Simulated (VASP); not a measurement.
Wanted: the native input for a VASP 6.6.1 run.

```
Task                   : single point
Functional             : PBEsol
Potentials or basis    : VASP PAW PBE potentials, release 64 (Cd, S)
Cutoff                 : 520 eV
k mesh                 : 6 × 6 × 6
Occupations            : fermi-dirac, width 0.05 eV
Spin                   : non-collinear spin, zero start, spin-orbit coupling
Starting moments       : [[0.0, 0.0, 0.0], [0.0, 0.0, 0.0]] μB
Dipole correction      : no
Further INCAR settings : ALGO = Normal; EDIFF = 1e-06; NBANDS = 30
```

The structure of CdS (Hawleyite) lies in POSCAR:

```
CdS
1.0
    0.0000000000      2.9165000000      2.9165000000
    2.9165000000      0.0000000000      2.9165000000
    2.9165000000      2.9165000000      0.0000000000
Cd S
1 1
Direct
    0.0000000000      0.0000000000      0.0000000000
    0.7500000000      0.7500000000      0.7500000000
```

One way to write it, as run:

INCAR

```
SYSTEM = CdS
  ALGO = Normal
  EDIFF = 1E-6
  ENCUT = 520
  GGA = PS
  GGA_COMPAT = .False.
  ISIF = 2
  ISMEAR = -1
  LASPH = .True.
  LCHARG = .True.
  LORBIT = 11
  LORBMOM = .True.
  LREAL = .False.
  LSORBIT = .True.
  LVHAR = .True.
  LWAVE = .False.
  MAGMOM = 0 0 0 0 0 0
  NBANDS = 30
  NELM = 150
  PREC = Accurate
  SIGMA = 0.05
```

KPOINTS

```
k-points
0
Gamma
  6 6 6
  0 0 0
```

Potentials or basis: VASP PAW PBE potentials, release 64 (Cd, S).

Command:

```console
$ cat potpaw_PBE.64/Cd/POTCAR potpaw_PBE.64/S/POTCAR > POTCAR
$ mpirun -np 1 vasp_ncl > vasp.out
```

It gave:

| Property | Result |
| --- | --- |
| Pressure | 0.1 GPa |
| Net moment | 0.00 μB per cell |
| Valence electrons inside the program's atomic spheres | Cd 10.32; S 3.69 |

Caveat: the PAW data sets were made with another functional, which shifts forces and pressure a little.

Wall time 80 s on 1 thread of Intel Xeon 6975P-C, on a shared host, peak memory 0.33 GiB.
